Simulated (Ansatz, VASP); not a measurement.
**Two plane-wave programs on Hf**

The input INCAR:

```
ALGO = Normal
EDIFF = 1E-6
ENCUT = 500
GGA = PE
GGA_COMPAT = F
ISIF = 2
ISMEAR = 0
LASPH = T
LCHARG = F
LREAL = F
LWAVE = F
NBANDS = 17
NELM = 120
PREC = Accurate
SIGMA = 0.15
```

KPOINTS

```
k-points
0
Gamma
  18 18 10
```

The input POSCAR:

```
Hf
1.0
    3.0926000000      0.0000000000      0.0000000000
   -1.5463000000      2.6782701638      0.0000000000
    0.0000000000      0.0000000000      5.0676933209
Hf
2
Direct
    0.3333333333      0.6666666667      0.2500000000
    0.6666666667      0.3333333333      0.7500000000
```

Input for Ansatz:

```yaml
crystal:
  lattice:
    - [3.0926, 0.0, 0.0]
    - [-1.5463, 2.6782701638, 0.0]
    - [0.0, 0.0, 5.0676933209]
  atoms:
    - { symbol: Hf, position: [0.3333333333, 0.6666666667, 0.25] }
    - { symbol: Hf, position: [0.6666666667, 0.3333333333, 0.75] }
basis:
  ecutwfc: 420
kpoints:
  mp_grid: { grid: [18, 18, 10] }
hamiltonian:
  xc: pbe
scf:
  occupations: { method: gaussian, width: 0.15 }
output:
  forces: true
  stress: true
  eigenvalues: true
```

Alike in both runs: task single point; functional PBE; k mesh 18 × 18 × 10; occupations gaussian, width 0.15 eV; no spin polarisation.

|  | VASP | Ansatz |
| --- | --- | --- |
| version | VASP 6.6.1 | Ansatz 0.2.0 |
| potentials or method | VASP PAW PBE potentials, release 64 (Hf_pv), cutoff 500 eV | scalar-relativistic, plane waves, PAW |
| valence electrons in the cell | 20 | 52 |

Ansatz gave:

| Item | Value |
| --- | --- |
| gap on the k mesh at the Fermi level (eV) | none |
| pressure (GPa) | 8.5 |
| traceless stress, the component that is largest in VASP (GPa) | -3.09 |

What did VASP give for the same quantities?

gap on the k mesh at the Fermi level (eV): none; pressure (GPa): 8.1; traceless stress, the component that is largest in VASP (GPa): -3.17.

A gap of «none» marks a metal or a gap that the smearing closes. VASP's potentials hold 20 valence electrons a cell and Ansatz's 52, so a difference there can come from the potentials and not from the codes.

Spin-orbit coupling is off throughout.
